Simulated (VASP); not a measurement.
HfGa2As2, 5 atoms in the cell. It takes space group P-3m1 (No. 164, trigonal). The conventional cell has a = 3.779 Å, b = 3.779 Å, c = 8.851 Å, α = 90.00°, β = 90.00°, γ = 120.00°. Hf (site symmetry -3m) has 6 As at 2.74 Å within 3.6 Å. Within 3.6 Å of Ga (site symmetry 3m) lie 3 As at 2.71 Å and 3 Ga at 3.18 Å. Within 3.6 Å of As (site symmetry 3m) lie 3 Ga at 2.71 Å and 3 Hf at 2.74 Å. The cell was generated, and may not be a known phase.

| Property | Result |
| --- | --- |
| Program | VASP 6.6.1 |
| Task | single point |
| Functional | PBE |
| Potentials or basis | VASP PAW PBE potentials, release 64 (Hf_pv, Ga_d, As) |
| Cutoff | 520 eV |
| k mesh | 6 × 6 × 4 |
| Occupations | gaussian, width 0.1 eV |
| Spin | no spin polarisation |
| Dipole correction | no |
| Further INCAR settings | ALGO = Fast; EDIFF = 1e-06; NBANDS = 31 |

Potentials or basis: VASP PAW PBE potentials, release 64 (Hf_pv, Ga_d, As).

The run is started by

```sh
$ cat potpaw_PBE.64/Hf_pv/POTCAR potpaw_PBE.64/Ga_d/POTCAR potpaw_PBE.64/As/POTCAR > POTCAR
$ mpirun -np 1 vasp_std > vasp.out
```

Hardware: 1 thread of Oxide Virtual Turin-like Processor (shared host).

**Question.** Estimate the wall time of this run.

**Answer.** Wall time 4.5 min on 1 thread of Oxide Virtual Turin-like Processor, with other jobs on the host, peak memory 0.24 GiB. Counts: scf iterations 16, k points 24.
